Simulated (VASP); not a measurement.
The system is Zn3Se.

```
Zn Se
1.0
    -2.61215    2.61215    2.61215
     2.61215   -2.61215    2.61215
     2.61215    2.61215   -2.61215
Zn Se
3 1
Direct
  0.00000 0.50000 0.50000
  0.50000 0.00000 0.50000
  0.50000 0.50000 0.00000
  0.00000 0.00000 0.00000
```

The cell was built from a structure type or drawn by symmetry, and may not be a known phase.

```yaml
Program: VASP 6.6.1
Task: relaxation of cell and atoms
Functional: PBE
Potentials_or_basis: VASP PAW PBE potentials, release 64 (Zn, Se)
Cutoff: 600 eV
k_mesh: 6 × 6 × 6
Occupations: gaussian, width 0.1 eV
Spin: no spin polarisation
```

At the start: pressure 6.5 GPa; volume 17.82 Å³/atom.

Where does the relaxation end?

Over 3 steps the energy falls by 39.4 meV/atom and the volume is 20.01 Å³/atom (+12.3 %); space group Im-3m (No. 229, to 0.1 Å) before and after.

The path:
```csv
step,energy change (eV),largest force (eV/Å),pressure (GPa),volume (Å³)
1,0.0000,0.0000,6.55,71.29
2,-0.1563,0.0000,0.50,79.08
3,-0.1576,0.0000,-0.05,80.06
```

Final structure:
```cif
data_structure
_symmetry_space_group_name_H-M 'P 1'
_symmetry_Int_Tables_number 1
_cell_length_a 4.7027
_cell_length_b 4.7027
_cell_length_c 4.7027
_cell_angle_alpha 109.471
_cell_angle_beta 109.471
_cell_angle_gamma 109.471
_cell_volume 80.06
loop_
_atom_site_label
_atom_site_type_symbol
_atom_site_fract_x
_atom_site_fract_y
_atom_site_fract_z
_atom_site_occupancy
Zn1 Zn 0.00000 0.50000 0.50000 1
Zn2 Zn 0.50000 0.00000 0.50000 1
Zn3 Zn 0.50000 0.50000 0.00000 1
Se1 Se 0.00000 0.00000 0.00000 1
```
